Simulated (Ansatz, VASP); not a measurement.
# One calculation of SnTe, two programs

```xyz
2
Lattice="0.0000 3.1565 3.2512 3.1565 0.0000 3.2512 3.1565 3.1565 0.0000" Properties=species:S:1:pos:R:3 pbc="T T T"
Sn    0.0000    0.0000    0.0000
Te    3.1565    3.1565    3.2512
```

Change from the starting cell: zz strain of +3 %.

Alike in both runs: task single point; functional PBE; k mesh 11 × 11 × 11; occupations fermi-dirac, width 0.08 eV; no spin polarisation.

```csv
,VASP,Ansatz
version,VASP 6.6.1,Ansatz 0.2.0
potentials or method,"VASP PAW PBE potentials, release 64 (Sn_d, Te), cutoff 520 eV","all-electron LAPW, scalar-relativistic"
```

Ansatz gave:

* pressure (GPa): 0.8
* traceless stress, the component that is largest in VASP (GPa): -2.21

Task: What did VASP give for the same quantities?

Result: Pressure (GPa): 0.7; traceless stress, the component that is largest in VASP (GPa): -2.21.

Ansatz ran all-electron here, and VASP with PAW potentials.

Spin-orbit coupling is off throughout.
